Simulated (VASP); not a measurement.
# Ag (Fm-3m) in VASP: notebook

The runs below take Ag through single point, relaxation of cell and atoms, with LDA.

Everything below comes from runs of VASP 6.6.1. Logs are shortened: lines on timing, memory, paths and dates and some standing lists are left out, and cuts for length are marked.

## 1. The cell of the first run

The structure is cubic, space group Fm-3m (No. 225). Conventional cell: a = 4.009 Å, b = 4.009 Å, c = 4.009 Å, α = 90.00°, β = 90.00°, γ = 90.00°. Within 3.7 Å of Ag (site symmetry m-3m) lie 12 Ag at 2.83 Å.

## 2. Single point, LDA

Input file INCAR:

```
SYSTEM = Ag
PREC = Accurate
ENCUT = 520
EDIFF = 1E-6
ISMEAR = 0
SIGMA = 0.1
LREAL = .FALSE.
LASPH = .TRUE.
NELM = 100
ALGO = Normal
ISIF = 2
LWAVE = .FALSE.
LCHARG = .FALSE.
GGA = CA
NBANDS = 12
```

Input file KPOINTS:

```
Automatic mesh
0
G
  8 8 8
  0 0 0
```

Input file POSCAR:

```
Ag
1.0
    0.0000000000      2.0046159250      2.0046159250
    2.0046159250      0.0000000000      2.0046159250
    2.0046159250      2.0046159250      0.0000000000
Ag
1
Direct
    0.0000000000      0.0000000000      0.0000000000
```

Potentials or basis: VASP PAW LDA potentials, release 64 (Ag).

Started as:

```sh
$ cat potpaw_LDA.64/Ag/POTCAR > POTCAR
$ mpirun -np 1 vasp_std > vasp.out
```

OUTCAR:

```text
SYSTEM = Ag
   PREC = Accurate
   ENCUT = 520
   EDIFF = 1E-6
   ISMEAR = 0
   LREAL = .FALSE.
   LASPH = .TRUE.
   NELM = 100
   ISIF = 2
   GGA = CA

 ion  position               nearest neighbor table
   1  0.000  0.000  0.000-

  LATTYP: Found a face centered cubic cell.
 ALAT       =     4.0092318500

  Lattice vectors:

 A1 = (   0.0000000000,   2.0046159250,   2.0046159250)
 A2 = (   2.0046159250,   0.0000000000,   2.0046159250)
 A3 = (   2.0046159250,   2.0046159250,   0.0000000000)

Analysis of symmetry for initial positions (statically):
=====================================================================
 Subroutine PRICEL returns:
 Original cell was already a primitive cell.

 Routine SETGRP: Setting up the symmetry group for a
 face centered cubic supercell.

 Subroutine GETGRP returns: Found 48 space group operations
 (whereof 48 operations were pure point group operations)
 out of a pool of 48 trial point group operations.

The static configuration has the point symmetry O_h .

Analysis of symmetry for dynamics (positions and initial velocities):
=====================================================================
 Subroutine PRICEL returns:
 Original cell was already a primitive cell.

 Routine SETGRP: Setting up the symmetry group for a
 face centered cubic supercell.

 Subroutine GETGRP returns: Found 48 space group operations
 (whereof 48 operations were pure point group operations)
 out of a pool of 48 trial point group operations.

The dynamic configuration has the point symmetry O_h .

 Subroutine INISYM returns: Found 48 space group operations
 (whereof 48 operations are pure point group operations),
 and found     1 'primitive' translations

----------------------------------------------------------------------------------------

                                     Primitive cell

  volume of cell :      16.1110

  direct lattice vectors                    reciprocal lattice vectors
     0.000000000  2.004615925  2.004615925    -0.249424338  0.249424338  0.249424338
     2.004615925  0.000000000  2.004615925     0.249424338 -0.249424338  0.249424338
     2.004615925  2.004615925  0.000000000     0.249424338  0.249424338 -0.249424338

  length of vectors
     2.834955028  2.834955028  2.834955028     0.432015626  0.432015626  0.432015626

  position of ions in fractional coordinates (direct lattice)
     0.000000000  0.000000000  0.000000000

  ion indices of the primitive-cell ions
   primitive index   ion index
                 1           1

----------------------------------------------------------------------------------------

 KPOINTS: Automatic mesh

Automatic generation of k-mesh.
 Grid dimensions read from file:
 generate k-points for:    8    8    8

 Generating k-lattice:

  Cartesian coordinates                     Fractional coordinates (reciprocal lattice)
    -0.031178042  0.031178042  0.031178042     0.125000000  0.000000000  0.000000000
     0.031178042 -0.031178042  0.031178042     0.000000000  0.125000000  0.000000000
     0.031178042  0.031178042 -0.031178042     0.000000000  0.000000000  0.125000000

  Length of vectors
     0.054001953  0.054001953  0.054001953

  Shift w.r.t. Gamma in fractional coordinates (k-lattice)
     0.000000000  0.000000000  0.000000000

 Subroutine IBZKPT returns following result:
 ===========================================

 Found     29 irreducible k-points:

 Following reciprocal coordinates:
            Coordinates               Weight
  0.000000  0.000000  0.000000      1.000000
  0.125000  0.000000  0.000000      8.000000
  0.250000  0.000000  0.000000      8.000000
  0.375000  0.000000  0.000000      8.000000
  0.500000  0.000000  0.000000      4.000000
  0.125000  0.125000  0.000000      6.000000
[... 16 lines left out ...]
  0.500000  0.250000  0.125000     48.000000
 -0.375000  0.250000  0.125000     24.000000
 [... further k-points ...]
   k-points           NKPTS =     29   k-points in BZ     NKDIM =     29   number of bands    NBANDS=     12
   number of dos      NEDOS =    301   number of ions     NIONS =      1
   total plane-waves  NPLWV =  13824
   dimension x,y,z NGX =    24 NGY =   24 NGZ =   24
   dimension x,y,z NGXF=    48 NGYF=   48 NGZF=   48
   ions per type =               1
   NGX,Y,Z   is equivalent  to a cutoff of  14.07, 14.07, 14.07 a.u.
   NGXF,Y,Z  is equivalent  to a cutoff of  28.15, 28.15, 28.15 a.u.
 SYSTEM =  Ag
   PREC   = accura    normal or accurate (medium, high low for compatibility)
   ISTART =      0    job   : 0-new  1-cont  2-samecut
   ICHARG =      2    charge: 1-file 2-atom 10-const
   ISPIN  =      1    spin polarized calculation?
   LNONCOLLINEAR =      F non collinear calculations
   LSORBIT =      F    spin-orbit coupling
   LASPH  =      T    aspherical Exc in radial PAW
   ENCUT  =  520.0 eV  38.22 Ry    6.18 a.u.   5.27  5.27  5.27*2*pi/ulx,y,z
   NELM   =    100;   NELMIN=  2; NELMDL= -5     # of ELM steps
   EDIFF  = 0.1E-05   stopping-criterion for ELM
   LREAL  =      F    real-space projection
   EDIFFG = 0.1E-04   stopping-criterion for IOM
   NSW    =      0    number of steps for IOM
   IBRION =     -1    ionic relax: 0-MD 1-quasi-New 2-CG
   NFREE  =      0    steps in history (QN), initial steepest desc. (CG)
   ISIF   =      2    stress and relaxation
   ISYM   =      2    0-nonsym 1-usesym 2-fastsym
   POTIM  = 0.5000    time-step for ionic-motion
   TEBEG  =    0.0;   TEEND  =   0.0 temperature during run
   PSTRESS=    0.0 pullay stress
   NELECT =      11.0000    total number of electrons
   NUPDOWN=      -1.0000    fix difference up-down
   EMIN   =  10.00;   EMAX   =-10.00  energy-range for DOS
   EFERMI =   0.00;   METHOD = LEGACY
   ISMEAR =     0;   SIGMA  =   0.10  broadening in eV -4-tet -1-fermi 0-gaus
   EFERMI_NEDOS =   21; number of points for ismear=-14 and -15
   IALGO  =     38    algorithm
   IMIX   =      4    mixing-type and parameters
     AMIX     =   0.40;   BMIX     =  1.00
     AMIX_MAG =   1.60;   BMIX_MAG =  1.00
  volume/ion in A,a.u.               =      16.11       108.72
  Fermi-wavevector in a.u.,A,eV,Ry     =   1.441555  2.724144 28.274006  2.078081
  Thomas-Fermi vector in A             =   2.560174
   LORBIT       =      0    0 simple, 1 ext, 2 COOP (PROOUT), +10 PAW based schemes
   GGA     = CA    functional components
   LHFCALC =     F    Hartree Fock is set to
   AEXX    =    0.0000 exact exchange contribution
   IVDW    =     0    specifies the selected vdW correction
   LEPSILON=     F    determine dielectric tensor
   LRPA    =     F    only Hartree local field effects (RPA)
 non-spin polarized calculation
 Gauss-broadening in eV      SIGMA  =   0.10
  energy-cutoff  :      520.00
  volume of cell :       16.11
 maximum number of plane-waves:       445
 NGX is ok and might be reduce to    24
   NGX = 11   NGY = 11   NGZ = 11

 number of electron      11.0000002 magnetization

 Free energy of the ion-electron system (eV)
  ---------------------------------------------------
  ext. energy  EPLUGINS =         0.00000000
  ---------------------------------------------------
  free energy    TOTEN  =        -3.74860123 eV

  energy without entropy =       -3.74556768  energy(sigma->0) =       -3.74708445

 E-fermi :   8.8155     XC(G=0): -12.9185

 val. band max:        8.7409386047   @ k =   0.5000   0.2500   0.1250
 cond. band min:       9.2121371519   @ k =   0.5000   0.3750   0.1250
 fundamental gap:      0.4711985473
 Fermi energy:         8.8155012308

 k-point     1 :       0.0000    0.0000    0.0000
  band No.  band energies     occupation
      1       0.7153      2.00000
      2       3.9908      2.00000
      3       3.9908      2.00000
      4       3.9908      2.00000
      5       5.1571      2.00000
      6       5.1571      2.00000
      7      25.0961      0.00000
      8      28.9414      0.00000
      9      28.9414      0.00000
     10      28.9414      0.00000
     11      34.1032      0.00000
     12      35.4865      0.00000

 k-point     2 :       0.1250    0.0000    0.0000
  band No.  band energies     occupation
      1       1.2091      2.00000
      2       3.8879      2.00000
      3       4.1219      2.00000
      4       4.1219      2.00000
      5       5.1169      2.00000
      6       5.1169      2.00000
      7      24.8403      0.00000
      8      26.3868      0.00000
      9      29.2095      0.00000
     10      29.2095      0.00000
     11      33.1145      0.00000
     12      34.6139      0.00000

 k-point     3 :       0.2500    0.0000    0.0000
  band No.  band energies     occupation
      1       2.1804      2.00000
      2       4.1879      2.00000
      3       4.2146      2.00000
      4       4.2146      2.00000
      5       5.2903      2.00000
      6       5.2903      2.00000
      7      20.5243      0.00000
      8      25.7939      0.00000
      9      29.2676      0.00000
     10      29.2676      0.00000
     11      32.4290      0.00000
     12      32.8360      0.00000
[... 286 lines left out ...]
 k-point    23 :       0.5000    0.2500    0.1250
  band No.  band energies     occupation
      1       2.9965      2.00000
      2       3.6401      2.00000
      3       3.9941      2.00000
      4       4.8519      2.00000
      5       5.7141      2.00000
      6       8.7409      1.70833
      7      16.6379      0.00000
      8      21.1451      0.00000
      9      23.5162      0.00000
     10      28.5248      0.00000
     11      32.1414      0.00000
     12      35.8676      0.00000

 k-point    24 :      -0.3750    0.2500    0.1250
  band No.  band energies     occupation
      1       2.9359      2.00000
      2       3.4810      2.00000
      3       4.4426      2.00000
      4       4.6605      2.00000
      5       5.9577      2.00000
      6      11.3180      0.00000
      7      13.1687      0.00000
      8      21.8093      0.00000
      9      21.9484      0.00000
     10      27.8537      0.00000
     11      32.9191      0.00000
     12      36.9061      0.00000

 [... further k-points ...]

------------------------ aborting loop because EDIFF is reached ----------------------------------------

  FORCE on cell =-STRESS in cart. coord.  units (eV):
  Direction    XX          YY          ZZ          XY          YZ          ZX
  --------------------------------------------------------------------------------------
  -------------------------------------------------------------------------------------
  Total        0.0051163      0.0051163      0.0051163     -0.0000000      0.0000000     -0.0000000
  in kB        0.5087917      0.5087917      0.5087917     -0.0000000      0.0000000     -0.0000000
  external PRESSURE =       0.5087917 kB  Pullay stress =       0.0000000 kB

 VOLUME and BASIS-vectors are now :
 -----------------------------------------------------------------------------
  energy-cutoff  :      520.00
  volume of cell :       16.11
      direct lattice vectors                 reciprocal lattice vectors
     0.000000000  2.004615925  2.004615925    -0.249424338  0.249424338  0.249424338
     2.004615925  0.000000000  2.004615925     0.249424338 -0.249424338  0.249424338
     2.004615925  2.004615925  0.000000000     0.249424338  0.249424338 -0.249424338

 POSITION                                       TOTAL-FORCE (eV/Angst)
 -----------------------------------------------------------------------------------
      0.00000      0.00000      0.00000         0.000000      0.000000      0.000000
 -----------------------------------------------------------------------------------
    total drift:                               -0.000000      0.000000     -0.000000

  FREE ENERGIE OF THE ION-ELECTRON SYSTEM (eV)
  ---------------------------------------------------
  free  energy   TOTEN  =        -3.7486012319 eV

  energy  without entropy=       -3.7455676777  energy(sigma->0) =       -3.74708445
```

Wall time 2.1 s (1 thread of Intel Xeon 6975P-C (Granite Rapids), shared host); peak memory 0.12 GiB.

What came out:

| Item | Value |
| --- | --- |
| Free energy | -3.7486 eV |
| Pressure | 0.1 GPa |
| Band gap on the k mesh | zero (an odd number of electrons rules out a gap without spin polarisation) |

Levels at points of the mesh, in eV from the Fermi level:
| k point | band 4 | band 5 | band 6 | band 7 | band 8 | band 9 |
| --- | --- | --- | --- | --- | --- | --- |
| (0.00, 0.00, 0.00) | -4.82 | -3.66 | -3.66 | 16.28 | 20.13 | 20.13 |
| (0.50, 0.00, 0.00) | -2.77 | -2.77 | -0.44 | 4.06 | 15.54 | 18.46 |
| (0.50, 0.50, 0.00) | -2.54 | -2.54 | 1.64 | 7.33 | 11.00 | 11.00 |

## 3. Single point, LDA

This run uses another cell than the first one, of 16.03 Å³/atom.

Input file INCAR:

```
PREC = Accurate ; ENCUT = 520
EDIFF = 1E-7 ; ISMEAR = 0
SIGMA = 0.1 ; LREAL = F
LASPH = T ; NELM = 100
ALGO = Normal ; ISIF = 2
LWAVE = F ; LCHARG = F
NBANDS = 12
```

Input file KPOINTS:

```
regular mesh
0
Gamma
  18 18 18
```

Input file POSCAR:

```
Ag
1.0
    0.0000000000      2.0012457215      2.0012457215
    2.0012457215      0.0000000000      2.0012457215
    2.0012457215      2.0012457215      0.0000000000
Ag
1
Direct
    0.0000000000      0.0000000000      0.0000000000
```

Potentials or basis: VASP PAW LDA potentials, release 64 (Ag).

Started as:

```sh
$ cat potpaw_LDA.64/Ag/POTCAR > POTCAR
$ mpirun -np 1 vasp_std > vasp.out
```

Wall time 9.1 s (1 thread of Intel Xeon 6975P-C (Granite Rapids), shared host); peak memory 0.15 GiB.

Results (log left out):

* Free energy: -3.7848 eV
* Pressure: 0.1 GPa
* Band gap on the k mesh: zero (an odd number of electrons rules out a gap without spin polarisation)

Levels at points of the mesh, in eV from the Fermi level:
```
           k point  band 4  band 5  band 6  band 7  band 8  band 9
(0.00, 0.00, 0.00)   -4.98   -3.81   -3.81   16.16   20.03   20.03
(0.50, 0.00, 0.00)   -2.91   -2.91   -0.58    3.95   15.42   18.38
(0.50, 0.50, 0.00)   -2.68   -2.68    1.50    7.24   10.89   10.89
```

## 4. Single point, LDA

This run uses another cell than the first one, of 16.03 Å³/atom.

Input file INCAR:

```
PREC = Accurate ; ENCUT = 520
EDIFF = 1E-7 ; ISMEAR = -1
SIGMA = 0.15 ; LREAL = F
LASPH = T ; NELM = 80
ALGO = Fast ; ISIF = 2
LWAVE = F ; LCHARG = F
GGA = CA ; NBANDS = 12
```

KPOINTS is that of step 3.

Input file POSCAR:

```
Ag
1.0
    0.0000000000      2.0011610293      2.0011610293
    2.0011610293      0.0000000000      2.0011610293
    2.0011610293      2.0011610293      0.0000000000
Ag
1
Direct
    0.0000000000      0.0000000000      0.0000000000
```

Started as:

```sh
$ cat potpaw_LDA.64/Ag/POTCAR > POTCAR
$ mpirun -np 1 vasp_std > vasp.out
```

Wall time 12 s (1 thread of Intel Xeon 6975P-C (Granite Rapids), shared host); peak memory 0.15 GiB.

Results (log left out):

```
Free energy            : -3.7925 eV
Pressure               : 0.1 GPa
Band gap on the k mesh : zero (an odd number of electrons rules out a gap without spin polarisation)
```

Levels at points of the mesh, in eV from the Fermi level:
| k point | band 4 | band 5 | band 6 | band 7 | band 8 | band 9 |
| --- | --- | --- | --- | --- | --- | --- |
| (0.00, 0.00, 0.00) | -5.02 | -3.84 | -3.84 | 16.12 | 20.00 | 20.00 |
| (0.50, 0.00, 0.00) | -2.95 | -2.95 | -0.62 | 3.92 | 15.39 | 18.35 |
| (0.50, 0.50, 0.00) | -2.72 | -2.72 | 1.47 | 7.20 | 10.86 | 10.86 |

## 5. Relaxation of cell and atoms, LDA

This run uses another cell than the first one, of 16.03 Å³/atom.

Input file INCAR:

```
SYSTEM = Ag
  PREC = Accurate
  ENCUT = 600
  EDIFF = 1E-7
  ISMEAR = -1
  SIGMA = 0.15
  LREAL = .False.
  LASPH = .True.
  NELM = 60
  ALGO = Normal
  ISIF = 3
  LWAVE = .False.
  LCHARG = .False.
  IBRION = 2
  NSW = 80
  EDIFFG = -0.001
```

Input file KPOINTS:

```
regular mesh
0
Gamma
  18 18 18
  0 0 0
```

Input file POSCAR:

```
Ag
1.0
    0.0000000000      2.0012457215      2.0012457215
    2.0012457215      0.0000000000      2.0012457215
    2.0012457215      2.0012457215      0.0000000000
Ag
1
Direct
    0.0000000000      0.0000000000      0.0000000000
```

Started as:

```sh
$ cat potpaw_LDA.64/Ag/POTCAR > POTCAR
$ mpirun -np 1 vasp_std > vasp.out
```

Wall time 14 s (1 thread of Intel Xeon 6975P-C (Granite Rapids), shared host); peak memory 0.15 GiB.

It converged, with:

* Free energy: -3.7922 eV
* Relaxed volume: 16.04 Å³/atom
* Relaxed cell: a = 2.831 Å, b = 2.831 Å, c = 2.831 Å, α = 60.00°, β = 60.00°, γ = 60.00°
* Space group after relaxing (to 0.1 Å): Fm-3m (No. 225)
* Energy gained by relaxing: 0.0 meV/atom
* Ionic steps: 3
* Pressure after relaxing: 0.0 GPa
* Band gap on the k mesh: zero (an odd number of electrons rules out a gap without spin polarisation)

Final structure:
```yaml
crystal:
  lattice:
    - [0.00000, 2.00150, 2.00150]
    - [2.00150, 0.00000, 2.00150]
    - [2.00150, 2.00150, 0.00000]
  atoms:
    - { symbol: Ag, position: [0.00000, 0.00000, 0.00000] }
```

Levels at points of the mesh, in eV from the Fermi level:
```csv
k point,band 3,band 4,band 5,band 6,band 7,band 8,band 9
"(0.00, 0.00, 0.00)",-5.02,-5.02,-3.84,-3.84,16.12,20.00,20.00
"(0.50, 0.00, 0.00)",-5.04,-2.95,-2.95,-0.62,3.92,15.39,18.35
"(0.50, 0.50, 0.00)",-2.98,-2.72,-2.72,1.47,7.20,10.86,10.86
```

(Part 1 of 2 ends here.)

The gap in the log of VASP goes by the Fermi energy; the results here count the filled bands.